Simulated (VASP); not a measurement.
A run of VASP 6.6.1 is set up as follows.

The input INCAR:

```
SYSTEM = YIn3N4
ALGO = Normal
EDIFF = 1E-7
ENCUT = 520
GGA = PE
ISIF = 2
ISMEAR = 0
LASPH = .TRUE.
LCHARG = .FALSE.
LREAL = .FALSE.
LWAVE = .FALSE.
NBANDS = 45
NELM = 60
PREC = Accurate
SIGMA = 0.01
```

KPOINTS

```
k-points
0
G
  6 6 2
  0 0 0
```

POSCAR

```
YIn3N4
1.0
    3.6436109202      0.0000000000      0.0000000000
   -1.8218054601      3.1554596184      0.0000000000
    0.0000000000      0.0000000000     11.5790257842
In Y N
3 1 4
Direct
    0.3333333333      0.6666666667      0.0030044521
    0.3333333333      0.6666666667      0.4950109370
    0.6666666667      0.3333333333      0.2488378415
    0.6666666667      0.3333333333      0.7445716009
    0.3333333333      0.6666666667      0.1927630929
    0.3333333333      0.6666666667      0.6837441287
    0.6666666667      0.3333333333      0.4388200608
    0.6666666667      0.3333333333      0.9432478861
```

Potentials or basis: VASP PAW PBE potentials, release 64 (In_d, Y_sv, N).

Command:

```console
$ cat potpaw_PBE.64/In_d/POTCAR potpaw_PBE.64/Y_sv/POTCAR potpaw_PBE.64/N/POTCAR > POTCAR
$ mpirun -np 1 vasp_std > vasp.out
```

(1) Predict the largest force.

(2) Estimate the pressure.

Answers

(1) 0.035 eV/Å.

(2) 0.1 GPa.
